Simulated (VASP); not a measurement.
# HfC in VASP: settings compared, part 2 of 3

VASP 6.6.1. The steps go on from the part before.

**5. Single point, PBE**

This run uses another cell than the first one, of 13.07 Å³/atom, 1.162 times its volume.

INCAR

```
PREC = Accurate
ENCUT = 520
EDIFF = 1E-6
ISMEAR = -1
SIGMA = 0.05
LREAL = False
LASPH = True
NELM = 80
ALGO = Normal
ISIF = 2
LWAVE = False
LCHARG = True
GGA = PE
LELF = True
LVHAR = True
NBANDS = 14
```

KPOINTS

```
Automatic mesh
0
Gamma
  8 8 8
```

POSCAR

```
HfC
1.0
    0.0000000000      2.3250000000      2.4180000000
    2.3250000000      0.0000000000      2.4180000000
    2.3250000000      2.3250000000      0.0000000000
Hf C
1 1
Direct
    0.5000000000      0.5000000000      0.5000000000
    0.0000000000      0.0000000000      0.0000000000
```

Potentials or basis: VASP PAW PBE potentials, release 64 (Hf_pv, C).

Started as:

```sh
$ cat potpaw_PBE.64/Hf_pv/POTCAR potpaw_PBE.64/C/POTCAR > POTCAR
$ mpirun -np 1 vasp_std > vasp.out
```

OUTCAR:

```text
PREC = Accurate
   ENCUT = 520
   EDIFF = 1E-6
   ISMEAR = -1
   LREAL = False
   LASPH = True
   NELM = 80
   ISIF = 2
   GGA = PE

 ion  position               nearest neighbor table
   1  0.500  0.500  0.500-   2 2.33   2 2.33   2 2.33   2 2.33   2 2.42   2 2.42
   2  0.000  0.000  0.000-   1 2.33   1 2.33   1 2.33   1 2.33   1 2.42   1 2.42

  LATTYP: Found a body centered tetragonal cell.
 ALAT       =     3.2880465325
 C/A-ratio  =     1.4707821049

  Lattice vectors:

 A1 = (  -2.3250000000,   0.0000000000,   2.4180000000)
 A2 = (   2.3250000000,   0.0000000000,   2.4180000000)
 A3 = (   0.0000000000,   2.3250000000,  -2.4180000000)

Analysis of symmetry for initial positions (statically):
=====================================================================
 Subroutine PRICEL returns:
 Original cell was already a primitive cell.

 Routine SETGRP: Setting up the symmetry group for a
 body centered tetragonal supercell.

 Subroutine GETGRP returns: Found 16 space group operations
 (whereof 16 operations were pure point group operations)
 out of a pool of 16 trial point group operations.

The static configuration has the point symmetry D_4h.

Analysis of symmetry for dynamics (positions and initial velocities):
=====================================================================
 Subroutine PRICEL returns:
 Original cell was already a primitive cell.

 Routine SETGRP: Setting up the symmetry group for a
 body centered tetragonal supercell.

 Subroutine GETGRP returns: Found 16 space group operations
 (whereof 16 operations were pure point group operations)
 out of a pool of 16 trial point group operations.

The dynamic configuration has the point symmetry D_4h.

 Subroutine INISYM returns: Found 16 space group operations
 (whereof 16 operations are pure point group operations),
 and found     1 'primitive' translations

----------------------------------------------------------------------------------------

                                     Primitive cell

  volume of cell :      26.1416

  direct lattice vectors                    reciprocal lattice vectors
     0.000000000  2.325000000  2.418000000    -0.215053763  0.215053763  0.206782465
     2.325000000  0.000000000  2.418000000     0.215053763 -0.215053763  0.206782465
     2.325000000  2.325000000  0.000000000     0.215053763  0.215053763 -0.206782465

  length of vectors
     3.354452116  3.354452116  3.288046533     0.367770622  0.367770622  0.367770622

  position of ions in fractional coordinates (direct lattice)
     0.500000000  0.500000000  0.500000000
     0.000000000  0.000000000  0.000000000

  ion indices of the primitive-cell ions
   primitive index   ion index
                 1           1
                 2           2

----------------------------------------------------------------------------------------

 KPOINTS: Automatic mesh

Automatic generation of k-mesh.
 Grid dimensions read from file:
 generate k-points for:    8    8    8

 Generating k-lattice:

  Cartesian coordinates                     Fractional coordinates (reciprocal lattice)
    -0.026881720  0.026881720  0.025847808     0.125000000  0.000000000  0.000000000
     0.026881720 -0.026881720  0.025847808     0.000000000  0.125000000  0.000000000
     0.026881720  0.026881720 -0.025847808     0.000000000  0.000000000  0.125000000

  Length of vectors
     0.045971328  0.045971328  0.045971328

  Shift w.r.t. Gamma in fractional coordinates (k-lattice)
     0.000000000  0.000000000  0.000000000

 Subroutine IBZKPT returns following result:
 ===========================================

 Found     59 irreducible k-points:

 Following reciprocal coordinates:
            Coordinates               Weight
  0.000000  0.000000  0.000000      1.000000
  0.125000  0.000000  0.000000      8.000000
  0.250000  0.000000  0.000000      8.000000
  0.375000  0.000000  0.000000      8.000000
  0.500000  0.000000  0.000000      4.000000
  0.125000  0.125000  0.000000      2.000000
[... 16 lines left out ...]
  0.250000  0.000000  0.125000     16.000000
  0.375000  0.000000  0.125000     16.000000
 [... further k-points ...]
   k-points           NKPTS =     59   k-points in BZ     NKDIM =     59   number of bands    NBANDS=     14
   number of dos      NEDOS =    301   number of ions     NIONS =      2
   total plane-waves  NPLWV =  18816
   dimension x,y,z NGX =    28 NGY =   28 NGZ =   24
   dimension x,y,z NGXF=    56 NGYF=   56 NGZF=   48
   ions per type =               1   1
   NGX,Y,Z   is equivalent  to a cutoff of  13.88, 13.88, 12.13 a.u.
   NGXF,Y,Z  is equivalent  to a cutoff of  27.75, 27.75, 24.27 a.u.
 SYSTEM =  unknown system
   PREC   = accura    normal or accurate (medium, high low for compatibility)
   ISTART =      0    job   : 0-new  1-cont  2-samecut
   ICHARG =      2    charge: 1-file 2-atom 10-const
   ISPIN  =      1    spin polarized calculation?
   LNONCOLLINEAR =      F non collinear calculations
   LSORBIT =      F    spin-orbit coupling
   LASPH  =      T    aspherical Exc in radial PAW
   ENCUT  =  520.0 eV  38.22 Ry    6.18 a.u.   6.24  6.24  6.11*2*pi/ulx,y,z
   NELM   =     80;   NELMIN=  2; NELMDL= -5     # of ELM steps
   EDIFF  = 0.1E-05   stopping-criterion for ELM
   LREAL  =      F    real-space projection
   EDIFFG = 0.1E-04   stopping-criterion for IOM
   NSW    =      0    number of steps for IOM
   IBRION =     -1    ionic relax: 0-MD 1-quasi-New 2-CG
   NFREE  =      0    steps in history (QN), initial steepest desc. (CG)
   ISIF   =      2    stress and relaxation
   ISYM   =      2    0-nonsym 1-usesym 2-fastsym
   POTIM  = 0.5000    time-step for ionic-motion
   TEBEG  =    0.0;   TEEND  =   0.0 temperature during run
   PSTRESS=    0.0 pullay stress
   NELECT =      14.0000    total number of electrons
   NUPDOWN=      -1.0000    fix difference up-down
   EMIN   =  10.00;   EMAX   =-10.00  energy-range for DOS
   EFERMI =   0.00;   METHOD = LEGACY
   ISMEAR =    -1;   SIGMA  =   0.05  broadening in eV -4-tet -1-fermi 0-gaus
   EFERMI_NEDOS =   21; number of points for ismear=-14 and -15
   IALGO  =     38    algorithm
   IMIX   =      4    mixing-type and parameters
     AMIX     =   0.40;   BMIX     =  1.00
     AMIX_MAG =   1.60;   BMIX_MAG =  1.00
  volume/ion in A,a.u.               =      13.07        88.21
  Fermi-wavevector in a.u.,A,eV,Ry     =   1.329454  2.512305 24.047603  1.767449
  Thomas-Fermi vector in A             =   2.458616
   LORBIT       =      0    0 simple, 1 ext, 2 COOP (PROOUT), +10 PAW based schemes
   GGA     = PE    functional components
[... 5 lines left out ...]
 non-spin polarized calculation
  energy-cutoff  :      520.00
  volume of cell :       26.14
 maximum number of plane-waves:       716
 NGX is ok and might be reduce to    28
   NGX = 13   NGY = 13   NGZ = 13

 number of electron      14.0000001 magnetization

 Free energy of the ion-electron system (eV)
  ---------------------------------------------------
  ext. energy  EPLUGINS =         0.00000000
  ---------------------------------------------------
  free energy    TOTEN  =       -20.98592008 eV

  energy without entropy =      -20.98309415  energy(sigma->0) =      -20.98450712

 E-fermi :   5.5742     XC(G=0): -12.0896

 val. band max:        5.5571390951   @ k =   0.1250   0.0000   0.1250
 cond. band min:       5.6737632393   @ k =   0.5000   0.5000   0.0000
 fundamental gap:      0.1166241442
 Fermi energy:         5.5741836758

 k-point     1 :       0.0000    0.0000    0.0000
  band No.  band energies     occupation
      1     -24.1438      2.00000
      2     -24.0785      2.00000
      3     -24.0785      2.00000
      4      -6.4579      2.00000
      5       6.5250      0.00000
      6       6.6921      0.00000
      7       6.6921      0.00000
      8       6.7755      0.00000
      9       7.1742      0.00000
     10       7.1742      0.00000
     11       8.5481      0.00000
     12       9.1746      0.00000
     13      12.1842      0.00000
     14      16.5568      0.00000
[... 375 lines left out ...]
 k-point    24 :       0.3750    0.0000    0.1250
  band No.  band energies     occupation
      1     -24.5332      2.00000
      2     -24.2155      2.00000
      3     -24.1516      2.00000
      4      -4.1480      2.00000
      5       1.3027      2.00000
      6       3.2180      2.00000
      7       3.7035      2.00000
      8       7.7965      0.00000
      9      10.4346      0.00000
     10      10.6107      0.00000
     11      12.8366      0.00000
     12      14.0011      0.00000
     13      16.3168      0.00000
     14      19.0475      0.00000

 [... further k-points ...]
[... 5 lines left out ...]
  --------------------------------------------------------------------------------------
  -------------------------------------------------------------------------------------
  Total       -0.7192171     -0.7192171     -2.6969596      0.0000000     -0.0000000      0.0000000
  in kB      -44.0796762    -44.0796762   -165.2923708      0.0000000     -0.0000000      0.0000000
  external PRESSURE =     -84.4839077 kB  Pullay stress =       0.0000000 kB

 VOLUME and BASIS-vectors are now :
 -----------------------------------------------------------------------------
  energy-cutoff  :      520.00
  volume of cell :       26.14
      direct lattice vectors                 reciprocal lattice vectors
     0.000000000  2.325000000  2.418000000    -0.215053763  0.215053763  0.206782465
     2.325000000  0.000000000  2.418000000     0.215053763 -0.215053763  0.206782465
     2.325000000  2.325000000  0.000000000     0.215053763  0.215053763 -0.206782465

 POSITION                                       TOTAL-FORCE (eV/Angst)
 -----------------------------------------------------------------------------------
      2.32500      2.32500      2.41800        -0.000000     -0.000000     -0.000000
      0.00000      0.00000      0.00000         0.000000      0.000000      0.000000
 -----------------------------------------------------------------------------------
    total drift:                                0.000000      0.000000      0.000000

  FREE ENERGIE OF THE ION-ELECTRON SYSTEM (eV)
  ---------------------------------------------------
  free  energy   TOTEN  =       -20.9859200831 eV

  energy  without entropy=      -20.9830941532  energy(sigma->0) =      -20.98450712
```

Wall time 9.7 s (1 thread of Intel Xeon 6975P-C (Granite Rapids), shared host); peak memory 0.16 GiB.

What came out:

| Item | Value |
| --- | --- |
| Free energy | -20.9859 eV |
| Pressure | -8.4 GPa |
| Band gap on the k mesh | zero (band 7 reaches 6.69 eV, above the bottom of band 8 at 5.26 eV) |

Stress tensor (GPa, compression positive):
```
 -4.41   0.00   0.00
  0.00  -4.41   0.00
  0.00   0.00 -16.53
```

Caveat: spin-orbit coupling is left out, which moves the levels of the heavy elements.

(Part 2 of 3 ends here.)
